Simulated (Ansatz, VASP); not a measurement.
# SnS2: VASP beside Ansatz

```
Sn S
1.0
     3.63900    0.00000    0.00000
    -1.81950    3.15147    0.00000
     0.00000    0.00000    5.86800
Sn S
1 2
Direct
  0.00000 0.00000 0.00000
  0.33333 0.66667 0.25000
  0.66667 0.33333 0.75000
```

Alike in both runs: task relaxation of cell and atoms; functional r2SCAN; k mesh 12 × 12 × 6; occupations fermi-dirac, width 0.05 eV; no spin polarisation.

```csv
,VASP,Ansatz
version,VASP 6.6.1,Ansatz 0.2.0
potentials or method,"VASP PAW PBE potentials, release 64 (Sn_d, S)","PAW with Ansatz's default frozen-core files, scalar-relativistic"
plane-wave cutoff (eV),550,500
valence electrons in the cell,26,26
```

Ansatz gave:

| Quantity | Value |
| --- | --- |
| relaxed volume (Å³/atom) | 24.40 |
| relaxed cell length with the largest relative difference (Å) | 6.265 |

Q: Estimate VASP's values.

A: Relaxed volume (Å³/atom): 24.31; relaxed cell length with the largest relative difference (Å): 6.243.

VASP's potentials were made for PBE, not for r2SCAN.
